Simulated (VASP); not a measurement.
Input of a VASP 6.6.1 run:

Contents of INCAR:

```
SYSTEM = BaTaH5
ALGO = Normal ; EDIFF = 1E-6
ENCUT = 500 ; GGA = PE
GGA_COMPAT = .FALSE. ; ISIF = 2
ISMEAR = 0 ; LASPH = .TRUE.
LCHARG = .TRUE. ; LELF = .TRUE.
LREAL = .FALSE. ; LVHAR = .TRUE.
LWAVE = .FALSE. ; NBANDS = 23
NELM = 120 ; PREC = Accurate
SIGMA = 0.1
```

The input KPOINTS:

```
k-points
0
G
  4 4 4
  0 0 0
```

File POSCAR:

```
BaTaH5
1.0
    3.3697348577      0.0000000000      0.0000000000
    0.0000000000      3.3697348577      0.0000000000
    0.0000000000      0.0000000000      6.9220690857
Ba Ta H
1 1 5
Direct
    0.0000000000      0.0000000000      0.0000000000
    0.0000000000      0.0000000000      0.5000000000
    0.5000000000      0.5000000000      0.0000000000
    0.5000000000      0.0000000000      0.6588910455
    0.0000000000      0.5000000000      0.6588910455
    0.5000000000      0.0000000000      0.3411089545
    0.0000000000      0.5000000000      0.3411089545
```

Potentials or basis: VASP PAW PBE potentials, release 64 (Ba_sv, Ta_sv_GW, H).

Run with:

```sh
$ cat potpaw_PBE.64/Ba_sv/POTCAR potpaw_PBE.64/Ta_sv_GW/POTCAR potpaw_PBE.64/H/POTCAR > POTCAR
$ mpirun -np 1 vasp_std > vasp.out
```

(1) What does it give for the largest force?

(2) What does it give for the pressure?

(3) What does it give for the band gap on the k mesh?

Answers

(1) 0.008 eV/Å.

(2) 0.8 GPa.

(3) zero (band 14 reaches 4.34 eV, above the bottom of band 15 at 3.17 eV).

Caveat: the k points lie up to 0.47 Å⁻¹ apart; spin-orbit coupling is left out, which moves the levels of the heavy elements.
